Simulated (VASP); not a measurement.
# InP (I-4m2) in VASP: further runs

The runs below take InP through single point, with PBE.

Program: VASP 6.6.1. These are calculated values, not measurements. Logs are shortened: lines on timing, memory, paths and dates and some standing lists are left out, and cuts for length are marked.

## Step 1: The cell of the first run

It takes space group I-4m2 (No. 119, tetragonal). Conventional cell: a = 4.050 Å, b = 4.050 Å, c = 6.153 Å, α = 90.00°, β = 90.00°, γ = 90.00°. Within 3.4 Å of In (site symmetry -4m2) lie 4 P at 2.54 Å. Within 3.4 Å of P (site symmetry -4m2) lie 4 In at 2.54 Å.

## Step 2: Single point, PBE

Contents of INCAR:

```
  PREC = Accurate
  ENCUT = 500
  EDIFF = 1E-6
  ISMEAR = 0
  SIGMA = 0.1
  LREAL = False
  LASPH = True
  NELM = 120
  ALGO = Normal
  ISIF = 2
  LWAVE = False
  LCHARG = False
  GGA = PE
  NBANDS = 26
  GGA_COMPAT = False
```

Contents of KPOINTS:

```
regular mesh
0
Gamma
  4 4 4
```

Contents of POSCAR:

```
InP
1.0
    4.0501042810      0.0000000000      0.0000000000
    0.0000000000      4.0501042810      0.0000000000
    0.0000000000      0.0000000000      6.1525146352
In P
2 2
Direct
    0.0000000000      0.0000000000      0.0000000000
    0.5000000000      0.5000000000      0.5000000000
    1.0000000000      0.5000000000      0.2500000000
    0.5000000000      1.0000000000      0.7500000000
```

Potentials or basis: VASP PAW PBE potentials, release 64 (In_d, P).

The run is started by

```
$ cat potpaw_PBE.64/In_d/POTCAR potpaw_PBE.64/P/POTCAR > POTCAR
$ mpirun -np 1 vasp_std > vasp.out
```

OUTCAR:

```text
PREC = Accurate
   ENCUT = 500
   EDIFF = 1E-6
   ISMEAR = 0
   LREAL = False
   LASPH = True
   NELM = 120
   ISIF = 2
   GGA = PE

 ion  position               nearest neighbor table
   1  0.000  0.000  0.000-   3 2.54   4 2.54   3 2.54   4 2.54
   2  0.500  0.500  0.500-   3 2.54   4 2.54   4 2.54   3 2.54
   3  0.000  0.500  0.250-   1 2.54   2 2.54   1 2.54   2 2.54
   4  0.500  0.000  0.750-   1 2.54   2 2.54   2 2.54   1 2.54

  LATTYP: Found a simple tetragonal cell.
 ALAT       =     4.0501042810
 C/A-ratio  =     1.5191003017

  Lattice vectors:

 A1 = (   4.0501042810,   0.0000000000,   0.0000000000)
 A2 = (   0.0000000000,   4.0501042810,   0.0000000000)
 A3 = (   0.0000000000,   0.0000000000,   6.1525146352)

Analysis of symmetry for initial positions (statically):
=====================================================================
 Subroutine PRICEL returns following result:

  LATTYP: Found a body centered tetragonal cell.
 ALAT       =     4.0501042810
 C/A-ratio  =     1.5191003017

  Lattice vectors:

 A1 = (   2.0250521405,  -2.0250521405,  -3.0762573176)
 A2 = (  -2.0250521405,   2.0250521405,  -3.0762573176)
 A3 = (   2.0250521405,   2.0250521405,   3.0762573176)

   2 primitive cells build up your supercell.

 Routine SETGRP: Setting up the symmetry group for a
 simple tetragonal supercell.

 Subroutine GETGRP returns: Found  8 space group operations
 (whereof  8 operations were pure point group operations)
 out of a pool of 16 trial point group operations.

The static configuration has the point symmetry D_2d.

Analysis of symmetry for dynamics (positions and initial velocities):
=====================================================================
 Subroutine PRICEL returns following result:

  LATTYP: Found a body centered tetragonal cell.
 ALAT       =     4.0501042810
 C/A-ratio  =     1.5191003017

  Lattice vectors:

 A1 = (   2.0250521405,  -2.0250521405,  -3.0762573176)
 A2 = (  -2.0250521405,   2.0250521405,  -3.0762573176)
 A3 = (   2.0250521405,   2.0250521405,   3.0762573176)

   2 primitive cells build up your supercell.

 Routine SETGRP: Setting up the symmetry group for a
 simple tetragonal supercell.

 Subroutine GETGRP returns: Found  8 space group operations
 (whereof  8 operations were pure point group operations)
 out of a pool of 16 trial point group operations.

The dynamic configuration has the point symmetry D_2d.

 Subroutine INISYM returns: Found  8 space group operations
 (whereof  8 operations are pure point group operations),
 and found     2 'primitive' translations

----------------------------------------------------------------------------------------

                                     Primitive cell

  volume of cell :      50.4609

  direct lattice vectors                    reciprocal lattice vectors
     2.025052141 -2.025052140 -3.076257318     0.246907223  0.000000000 -0.162535168
    -2.025052141  2.025052140 -3.076257318    -0.000000000  0.246907223 -0.162535168
     2.025052141  2.025052141  3.076257318     0.246907223  0.246907223  0.000000000

  length of vectors
     4.202978875  4.202978875  4.202978875     0.295602533  0.295602533  0.349179543

  position of ions in fractional coordinates (direct lattice)
     0.000000000  0.000000000  0.000000000
     0.750000000  0.250000000  0.500000000

  ion indices of the primitive-cell ions
   primitive index   ion index
                 1           1
                 2           3

----------------------------------------------------------------------------------------

 KPOINTS: regular mesh

Automatic generation of k-mesh.
 Grid dimensions read from file:
 generate k-points for:    4    4    4

 Generating k-lattice:

  Cartesian coordinates                     Fractional coordinates (reciprocal lattice)
     0.061726806  0.000000000  0.000000000     0.250000000  0.000000000  0.000000000
     0.000000000  0.061726806  0.000000000     0.000000000  0.250000000  0.000000000
     0.000000000  0.000000000  0.040633792     0.000000000  0.000000000  0.250000000

  Length of vectors
     0.061726806  0.061726806  0.040633792

  Shift w.r.t. Gamma in fractional coordinates (k-lattice)
     0.000000000  0.000000000  0.000000000

 Subroutine IBZKPT returns following result:
 ===========================================

 Found     18 irreducible k-points:

 Following reciprocal coordinates:
            Coordinates               Weight
  0.000000  0.000000  0.000000      1.000000
  0.250000  0.000000  0.000000      4.000000
  0.500000  0.000000  0.000000      2.000000
  0.250000  0.250000  0.000000      4.000000
  0.500000  0.250000  0.000000      4.000000
  0.500000  0.500000  0.000000      1.000000
[... 10 lines left out ...]
  0.500000  0.250000  0.500000      4.000000
  0.500000  0.500000  0.500000      1.000000
   k-points           NKPTS =     18   k-points in BZ     NKDIM =     18   number of bands    NBANDS=     26
   number of dos      NEDOS =    301   number of ions     NIONS =      4
   total plane-waves  NPLWV =  43200
   dimension x,y,z NGX =    30 NGY =   30 NGZ =   48
   dimension x,y,z NGXF=    60 NGYF=   60 NGZF=   96
   ions per type =               2   2
   NGX,Y,Z   is equivalent  to a cutoff of  12.31, 12.31, 12.97 a.u.
   NGXF,Y,Z  is equivalent  to a cutoff of  24.63, 24.63, 25.94 a.u.
 SYSTEM =  unknown system
   PREC   = accura    normal or accurate (medium, high low for compatibility)
   ISTART =      0    job   : 0-new  1-cont  2-samecut
   ICHARG =      2    charge: 1-file 2-atom 10-const
   ISPIN  =      1    spin polarized calculation?
   LNONCOLLINEAR =      F non collinear calculations
   LSORBIT =      F    spin-orbit coupling
   LASPH  =      T    aspherical Exc in radial PAW
   ENCUT  =  500.0 eV  36.75 Ry    6.06 a.u.   7.38  7.38 11.22*2*pi/ulx,y,z
   NELM   =    120;   NELMIN=  2; NELMDL= -5     # of ELM steps
   EDIFF  = 0.1E-05   stopping-criterion for ELM
   LREAL  =      F    real-space projection
   EDIFFG = 0.1E-04   stopping-criterion for IOM
   NSW    =      0    number of steps for IOM
   IBRION =     -1    ionic relax: 0-MD 1-quasi-New 2-CG
   NFREE  =      0    steps in history (QN), initial steepest desc. (CG)
   ISIF   =      2    stress and relaxation
   ISYM   =      2    0-nonsym 1-usesym 2-fastsym
   POTIM  = 0.5000    time-step for ionic-motion
   TEBEG  =    0.0;   TEEND  =   0.0 temperature during run
   PSTRESS=    0.0 pullay stress
   NELECT =      36.0000    total number of electrons
   NUPDOWN=      -1.0000    fix difference up-down
   EMIN   =  10.00;   EMAX   =-10.00  energy-range for DOS
   EFERMI =   0.00;   METHOD = LEGACY
   ISMEAR =     0;   SIGMA  =   0.10  broadening in eV -4-tet -1-fermi 0-gaus
   EFERMI_NEDOS =   21; number of points for ismear=-14 and -15
   IALGO  =     38    algorithm
   IMIX   =      4    mixing-type and parameters
     AMIX     =   0.40;   BMIX     =  1.00
     AMIX_MAG =   1.60;   BMIX_MAG =  1.00
  volume/ion in A,a.u.               =      25.23       170.26
  Fermi-wavevector in a.u.,A,eV,Ry     =   1.161040  2.194048 18.340853  1.348015
  Thomas-Fermi vector in A             =   2.297617
   LORBIT       =      0    0 simple, 1 ext, 2 COOP (PROOUT), +10 PAW based schemes
   GGA     = PE    functional components
   LHFCALC =     F    Hartree Fock is set to
   AEXX    =    0.0000 exact exchange contribution
   IVDW    =     0    specifies the selected vdW correction
   LEPSILON=     F    determine dielectric tensor
   LRPA    =     F    only Hartree local field effects (RPA)
 non-spin polarized calculation
 Gauss-broadening in eV      SIGMA  =   0.10
  energy-cutoff  :      500.00
  volume of cell :      100.92
 maximum number of plane-waves:      2591
 NGX is ok and might be reduce to    30
   NGX = 15   NGY = 15   NGZ = 23

 number of electron      35.9999992 magnetization

 Free energy of the ion-electron system (eV)
  ---------------------------------------------------
  ext. energy  EPLUGINS =         0.00000000
  ---------------------------------------------------
  free energy    TOTEN  =       -16.62923638 eV

  energy without entropy =      -16.62923458  energy(sigma->0) =      -16.62923548

 E-fermi :   5.5787     XC(G=0):  -9.2694

 val. band max:        5.3037535881   @ k =   0.0000   0.0000   0.0000
 cond. band min:       5.8415870334   @ k =   0.0000   0.0000   0.0000
 fundamental gap:      0.5378334454
 Fermi energy:         5.5787389544

 k-point     1 :       0.0000    0.0000    0.0000
  band No.  band energies     occupation
      1      -9.2045      2.00000
      2      -9.0459      2.00000
      3      -9.0137      2.00000
      4      -9.0137      2.00000
      5      -8.9201      2.00000
      6      -8.9201      2.00000
[... 18 lines left out ...]
     25      13.5764      0.00000
     26      13.8897      0.00000

 k-point     2 :       0.2500    0.0000    0.0000
  band No.  band energies     occupation
      1      -9.1767      2.00000
      2      -9.0658      2.00000
      3      -9.0181      2.00000
      4      -8.9989      2.00000
      5      -8.9563      2.00000
      6      -8.9327      2.00000
[... 18 lines left out ...]
     25      12.5534      0.00000
     26      12.7729      0.00000

 k-point     3 :       0.5000    0.0000    0.0000
  band No.  band energies     occupation
      1      -9.1354      2.00000
      2      -9.1354      2.00000
      3      -8.9888      2.00000
      4      -8.9888      2.00000
      5      -8.9649      2.00000
      6      -8.9649      2.00000
[... 18 lines left out ...]
     25      10.8834      0.00000
     26      10.8834      0.00000

 k-point     4 :       0.2500    0.2500    0.0000
  band No.  band energies     occupation
      1      -9.1706      2.00000
      2      -9.1190      2.00000
      3      -8.9854      2.00000
      4      -8.9707      2.00000
      5      -8.9645      2.00000
      6      -8.9329      2.00000
[... 18 lines left out ...]
     25      11.6817      0.00000
     26      11.9875      0.00000

 k-point     5 :       0.5000    0.2500    0.0000
  band No.  band energies     occupation
      1      -9.1703      2.00000
      2      -9.1703      2.00000
      3      -8.9563      2.00000
      4      -8.9563      2.00000
      5      -8.9443      2.00000
      6      -8.9443      2.00000
[... 18 lines left out ...]
     25      12.8902      0.00000
     26      12.8902      0.00000

 k-point     6 :       0.5000    0.5000    0.0000
  band No.  band energies     occupation
      1      -9.2051      2.00000
      2      -9.2051      2.00000
      3      -8.9364      2.00000
      4      -8.9364      2.00000
      5      -8.9309      2.00000
      6      -8.9309      2.00000
[... 253 lines left out ...]
 k-point    15 :       0.5000    0.0000    0.5000
  band No.  band energies     occupation
      1      -9.1403      2.00000
      2      -9.1403      2.00000
      3      -8.9966      2.00000
      4      -8.9966      2.00000
      5      -8.9770      2.00000
      6      -8.9770      2.00000
[... 18 lines left out ...]
     25      12.3030      0.00000
     26      12.3030      0.00000

 k-point    16 :       0.2500    0.2500    0.5000
  band No.  band energies     occupation
      1      -9.1341      2.00000
      2      -9.1341      2.00000
      3      -8.9770      2.00000
      4      -8.9770      2.00000
      5      -8.9749      2.00000
      6      -8.9749      2.00000
[... 18 lines left out ...]
     25      11.2702      0.00000
     26      11.2702      0.00000

 k-point    17 :       0.5000    0.2500    0.5000
  band No.  band energies     occupation
      1      -9.1536      2.00000
      2      -9.1536      2.00000
      3      -8.9780      2.00000
      4      -8.9780      2.00000
      5      -8.9571      2.00000
      6      -8.9571      2.00000
[... 18 lines left out ...]
     25      12.6132      0.00000
     26      12.6132      0.00000

 k-point    18 :       0.5000    0.5000    0.5000
  band No.  band energies     occupation
      1      -9.1736      2.00000
      2      -9.1736      2.00000
      3      -8.9706      2.00000
      4      -8.9706      2.00000
      5      -8.9307      2.00000
      6      -8.9307      2.00000
[... 18 lines left out ...]
     25      10.9306      0.00000
     26      10.9306      0.00000

------------------------ aborting loop because EDIFF is reached ----------------------------------------

  FORCE on cell =-STRESS in cart. coord.  units (eV):
  Direction    XX          YY          ZZ          XY          YZ          ZX
  --------------------------------------------------------------------------------------
  -------------------------------------------------------------------------------------
  Total        2.7206072      2.7206072      0.2483130      0.0000000      0.0000000      0.0000000
  in kB       43.1908110     43.1908110      3.9420763      0.0000000      0.0000000      0.0000000
  external PRESSURE =      30.1078994 kB  Pullay stress =       0.0000000 kB

 VOLUME and BASIS-vectors are now :
 -----------------------------------------------------------------------------
  energy-cutoff  :      500.00
  volume of cell :      100.92
      direct lattice vectors                 reciprocal lattice vectors
     4.050104281  0.000000000  0.000000000     0.246907223  0.000000000  0.000000000
     0.000000000  4.050104281  0.000000000     0.000000000  0.246907223  0.000000000
     0.000000000  0.000000000  6.152514635     0.000000000  0.000000000  0.162535168

 POSITION                                       TOTAL-FORCE (eV/Angst)
 -----------------------------------------------------------------------------------
      0.00000      0.00000      0.00000         0.000000      0.000000      0.000000
      2.02505      2.02505      3.07626        -0.000000      0.000000     -0.000000
      0.00000      2.02505      1.53813         0.000000     -0.000000      0.000000
      2.02505      0.00000      4.61439         0.000000     -0.000000      0.000000
 -----------------------------------------------------------------------------------
    total drift:                                0.000000      0.000000      0.000000

  FREE ENERGIE OF THE ION-ELECTRON SYSTEM (eV)
  ---------------------------------------------------
  free  energy   TOTEN  =       -16.6292363769 eV

  energy  without entropy=      -16.6292345795  energy(sigma->0) =      -16.62923548
```

It took 53 s on 1 thread of Intel Xeon 8259CL, shared host; peak memory 0.21 GiB.

What came out:

```yaml
Free_energy: -16.6292 eV
Pressure: 3.0 GPa
Band_gap_on_the_k_mesh: 0.54 eV
```

Levels at points of the mesh, in eV from the valence-band top:
```
           k point  band 14  band 15  band 16  band 17  band 18  band 19  band 20  band 21  band 22  band 23
(0.00, 0.00, 0.00)    -2.15    -2.15    -0.38     0.00     0.00     0.54     1.91     2.57     3.95     3.95
(0.50, 0.00, 0.00)    -4.95    -3.15    -3.15    -0.88    -0.88     3.14     3.14     4.83     4.83     5.22
(0.50, 0.50, 0.00)    -5.71    -2.57    -2.57    -2.54    -2.54     1.51     1.51     1.93     1.93     9.03
(0.00, 0.00, 0.50)    -3.73    -1.31    -1.31    -1.31    -1.31     2.65     2.65     3.01     3.01     6.26
(0.50, 0.00, 0.50)    -5.84    -1.33    -1.33    -0.84    -0.84     1.28     1.28     4.53     4.53     4.93
(0.50, 0.50, 0.50)    -5.60    -3.06    -3.06    -3.02    -3.02     3.85     3.85     3.88     3.88     4.82
```

Caveat: the cell stands under pressure; semilocal functionals underestimate gaps, and a narrow one can read as zero; spin-orbit coupling is left out, which moves the levels of the heavy elements.

## Step 3: Single point, PBE

Contents of INCAR:

```
SYSTEM = InP
PREC     = Accurate       ! precision mode
ENCUT    = 500            ! plane-wave cutoff, eV
EDIFF    = 1E-6           ! SCF threshold, eV
ISMEAR   = 0              ! smearing method
SIGMA    = 0.02           ! smearing width, eV
LREAL    = .FALSE.        ! projectors in reciprocal space
LASPH    = .TRUE.         ! aspherical terms in the spheres
NELM     = 120            ! most SCF steps
ALGO     = Normal         ! electronic algorithm
ISIF     = 2              ! what is computed and relaxed
LWAVE    = .FALSE.        ! write WAVECAR
LCHARG   = .FALSE.        ! write CHGCAR
GGA      = PE             ! functional
NBANDS   = 26             ! bands
GGA_COMPAT= .FALSE.
```

Contents of KPOINTS:

```
Automatic mesh
0
G
  10 10 6
  0 0 0
```

POSCAR is that of step 2.

Potentials or basis: VASP PAW PBE potentials, release 64 (In_d, P).

The run is started by

```
$ cat potpaw_PBE.64/In_d/POTCAR potpaw_PBE.64/P/POTCAR > POTCAR
$ mpirun -np 1 vasp_std > vasp.out
```

Wall time 4.6 min (1 thread of Intel Xeon 8259CL, shared host); peak memory 0.31 GiB.

Results (log left out):

```
Free energy            : -16.7234 eV
Pressure               : 2.9 GPa
Band gap on the k mesh : 0.55 eV
```

Stress tensor (GPa, compression positive):
```
4.05 0.00 0.00
0.00 4.05 0.00
0.00 0.00 0.74
```

Levels at points of the mesh, in eV from the valence-band top:
| k point | band 15 | band 16 | band 17 | band 18 | band 19 | band 20 | band 21 | band 22 |
| --- | --- | --- | --- | --- | --- | --- | --- | --- |
| (0.00, 0.00, 0.00) | -2.15 | -0.38 | 0.00 | 0.00 | 0.55 | 1.93 | 2.58 | 3.96 |
| (0.50, 0.00, 0.00) | -3.14 | -3.14 | -0.87 | -0.87 | 3.15 | 3.15 | 4.84 | 4.84 |
| (0.50, 0.50, 0.00) | -2.56 | -2.56 | -2.53 | -2.53 | 1.52 | 1.52 | 1.94 | 1.94 |
| (0.00, 0.00, 0.50) | -1.31 | -1.31 | -1.31 | -1.31 | 2.66 | 2.66 | 3.02 | 3.02 |
| (0.50, 0.00, 0.50) | -1.33 | -1.33 | -0.84 | -0.84 | 1.29 | 1.29 | 4.55 | 4.55 |
| (0.50, 0.50, 0.50) | -3.06 | -3.06 | -3.01 | -3.01 | 3.85 | 3.85 | 3.89 | 3.89 |

Caveat: semilocal functionals underestimate gaps, and a narrow one can read as zero; spin-orbit coupling is left out, which moves the levels of the heavy elements.

## Step 4: Single point, PBE

This run uses another cell than the first one, of 25.42 Å³/atom.

Contents of INCAR:

```
PREC = Accurate
ENCUT = 500
EDIFF = 1E-6
ISMEAR = 0
SIGMA = 0.02
LREAL = F
LASPH = T
NELM = 120
ALGO = Normal
ISIF = 2
LWAVE = F
LCHARG = F
GGA = PE
NBANDS = 26
GGA_COMPAT = F
```

Contents of KPOINTS:

```
regular mesh
0
Gamma
  10 10 6
```

Edit POSCAR of step 3 so:

```diff
@@ -4,3 +4,3 @@
     0.0000000000      4.0501042810      0.0000000000
-    0.0000000000      0.0000000000      6.1525146352
+    0.0000000000      0.0000000000      6.1988083856
 In P
```

The run is started by

```
$ cat potpaw_PBE.64/In_d/POTCAR potpaw_PBE.64/P/POTCAR > POTCAR
$ mpirun -np 1 vasp_std > vasp.out
```

Run time: 4.2 min. Hardware: 1 thread of Intel Xeon 8259CL, shared host; peak memory 0.31 GiB.

It converged, with:

```
Free energy            : -16.7253 eV
Pressure               : 2.4 GPa
Band gap on the k mesh : 0.48 eV
```

Stress tensor (GPa, compression positive):
```
 3.62  0.00  0.00
 0.00  3.62  0.00
 0.00  0.00 -0.09
```

Levels at points of the mesh, in eV from the valence-band top:
```csv
k point,band 16,band 17,band 18,band 19,band 20,band 21
"(0.00, 0.00, 0.00)",-0.42,0.00,0.00,0.48,1.96,2.61
"(0.50, 0.00, 0.00)",-3.14,-0.85,-0.85,3.13,3.13,4.80
"(0.50, 0.50, 0.00)",-2.56,-2.53,-2.53,1.51,1.51,1.91
"(0.00, 0.00, 0.50)",-1.28,-1.28,-1.28,2.68,2.68,2.99
"(0.50, 0.00, 0.50)",-1.35,-0.81,-0.81,1.24,1.24,4.53
"(0.50, 0.50, 0.50)",-3.04,-2.99,-2.99,3.77,3.77,3.85
```

Caveat: semilocal functionals underestimate gaps, and a narrow one can read as zero; spin-orbit coupling is left out, which moves the levels of the heavy elements.

## Step 5: Summary

```csv
cell,k mesh,smearing,gap on the mesh (eV),pressure (GPa)
"a = 4.050, b = 4.050, c = 6.153 Å, 4 atoms",4 × 4 × 4,gaussian 0.1 eV,0.54,3.0
"a = 4.050, b = 4.050, c = 6.153 Å, 4 atoms",10 × 10 × 6,gaussian 0.02 eV,0.55,2.9
"a = 4.050, b = 4.050, c = 6.199 Å, 4 atoms",10 × 10 × 6,gaussian 0.02 eV,0.48,2.4
```

Alike in all rows: task single point; level PBE; potentials or basis VASP PAW PBE potentials, release 64 (In_d, P); no spin polarisation; cutoff (eV) 500.

Caveats: semilocal functionals underestimate gaps, and a narrow one can read as zero; spin-orbit coupling is left out, which moves the levels of the heavy elements; the cell stands under pressure (at least some runs).

Absolute energies hang on the potentials; compare differences alone.
